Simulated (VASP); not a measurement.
**SnTe: single point with PBE**

The system is SnTe.

```
Te Sn
1.0
     0.00000    3.15085    3.15085
     3.15085    0.00000    3.15085
     3.15085    3.15085    0.00000
Te Sn
1 1
Direct
  0.50000 0.50000 0.50000
  0.00000 0.00000 0.00000
```

| Item | Value |
| --- | --- |
| Program | VASP 6.6.1 |
| Task | single point |
| Functional | PBE |
| Potentials or basis | VASP PAW PBE potentials, release 64 (Te, Sn_d) |
| Cutoff | 520 eV |
| k mesh | 7 × 7 × 7 |
| Occupations | gaussian, width 0.013 eV |
| Spin | no spin polarisation |

```
Pressure : 2.2 GPa
```

Levels at points of the mesh, in eV from the Fermi level:
```
           k point  band 6  band 7  band 8  band 9  band 10  band 11  band 12  band 13  band 14  band 15
(0.00, 0.00, 0.00)  -12.67   -4.54   -2.01   -2.01    -2.01     3.49     3.49     3.49     4.89     4.89
```

It took 23 s on 1 thread of Intel(R) Xeon(R) Platinum 8488C (Sapphire Rapids), on a shared host, peak memory 0.2 GiB.

Caveat: this odd mesh misses L, where the gap lies, so gap, dielectric constants and Born charges aren't listed; spin-orbit coupling is left out, which moves the levels of the heavy elements.
